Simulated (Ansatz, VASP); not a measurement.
**NaB: VASP beside Ansatz**

Contents of INCAR:

```
SYSTEM = NaB
PREC = Accurate ; ENCUT = 520
EDIFF = 1E-6 ; ISMEAR = 0
SIGMA = 0.15 ; LREAL = .FALSE.
LASPH = .TRUE. ; NELM = 60
ALGO = Normal ; ISIF = 2
LWAVE = .FALSE. ; LCHARG = .TRUE.
GGA = PS ; LELF = .TRUE.
LVHAR = .TRUE. ; NBANDS = 12
```

The input KPOINTS:

```
Automatic mesh
0
G
  18 18 18
  0 0 0
```

File POSCAR:

```
NaB
1.0
    0.0000000000      2.8332724509      2.4082815832
    2.8332724509      0.0000000000      2.4082815832
    2.8332724509      2.8332724509      0.0000000000
Na B
1 1
Direct
    0.0000000000      0.0000000000      0.0000000000
    0.5000000000      0.5000000000      0.5000000000
```

Input for Ansatz:

```yaml
crystal:
  lattice:
    - [0.0, 2.8332724509, 2.4082815832]
    - [2.8332724509, 0.0, 2.4082815832]
    - [2.8332724509, 2.8332724509, 0.0]
  atoms:
    - { symbol: Na, position: [0.0, 0.0, 0.0] }
    - { symbol: B, position: [0.5, 0.5, 0.5] }
basis:
  ecutwfc: 420
kpoints:
  mp_grid: { grid: [18, 18, 18] }
hamiltonian:
  xc: pbesol
scf:
  occupations: { method: gaussian, width: 0.15 }
output:
  forces: true
  stress: true
  eigenvalues: true
```

Alike in both runs: task single point; functional PBEsol; k mesh 18 × 18 × 18; occupations gaussian, width 0.15 eV; no spin polarisation.

|  | VASP | Ansatz |
| --- | --- | --- |
| version | VASP 6.6.1 | Ansatz 0.2.0 |
| potentials or method | VASP PAW PBE potentials, release 64 (Na_pv, B), cutoff 520 eV | scalar-relativistic, plane waves, PAW |
| valence electrons in the cell | 10 | 12 |

|  | VASP | Ansatz | Ansatz less VASP |
| --- | --- | --- | --- |
| gap on the k mesh at the Fermi level (eV) | none | none | - |
| pressure (GPa) | 0.8 | 0.8 | -0.08 |
| traceless stress, the component that is largest in VASP (GPa) | 10.65 | 10.55 | -0.092 |

VASP's potentials were made for PBE, not for PBEsol. A gap of «none» marks a metal or a gap that the smearing closes. VASP's potentials hold 10 valence electrons a cell and Ansatz's 12, so a difference there can come from the potentials and not from the codes.
